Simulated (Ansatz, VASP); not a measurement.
# One calculation of Mo, two programs

File INCAR:

```
PREC = Accurate ; ENCUT = 520
EDIFF = 1E-6 ; ISMEAR = 0
SIGMA = 0.15 ; LREAL = F
LASPH = T ; NELM = 100
ALGO = Fast ; ISIF = 2
LWAVE = F ; LCHARG = F
GGA = PE ; NBANDS = 13
```

The input KPOINTS:

```
Automatic mesh
0
Gamma
  22 22 22
```

File POSCAR:

```
Mo
1.0
   -1.4531750000      1.5710000000      1.5710000000
    1.4531750000     -1.5710000000      1.5710000000
    1.4531750000      1.5710000000     -1.5710000000
Mo
1
Direct
    0.0000000000      0.0000000000      0.0000000000
```

Input for Ansatz:

```yaml
crystal:
  lattice:
    - [-1.453175, 1.571, 1.571]
    - [1.453175, -1.571, 1.571]
    - [1.453175, 1.571, -1.571]
  atoms:
    - { symbol: Mo, position: [0.0, 0.0, 0.0] }
basis:
  ecutwfc: 420
kpoints:
  mp_grid: { grid: [22, 22, 22] }
hamiltonian:
  xc: pbe
scf:
  occupations: { method: gaussian, width: 0.15 }
output:
  forces: true
  stress: true
  eigenvalues: true
  write_density: true
  write_potential: true
  elf: true
  volumetric_format: npy
```

Change from the starting cell: strain -0.0750 x Voigt [1, 0, 0, 0, 0, 0], atoms carried along.

Alike in both runs: task single point; functional PBE; k mesh 22 × 22 × 22; occupations gaussian, width 0.15 eV; no spin polarisation.

```csv
,VASP,Ansatz
version,VASP 6.6.1,Ansatz 0.2.0
potentials or method,"VASP PAW PBE potentials, release 64 (Mo_sv), cutoff 520 eV","scalar-relativistic, plane waves, PAW"
valence electrons in the cell,14,14
```

```tsv
	VASP	Ansatz	Ansatz less VASP
gap on the k mesh at the Fermi level (eV)	none	none	-
pressure (GPa)	32.0	31.3	-0.77
traceless stress, the component that is largest in VASP (GPa)	18.96	18.97	+0.008
```

A gap of «none» marks a metal or a gap that the smearing closes. Both programs put the cell under a high pressure, so it lies far from rest at this level. The functional is the same, so the differences come from potentials, cutoffs and numerics.
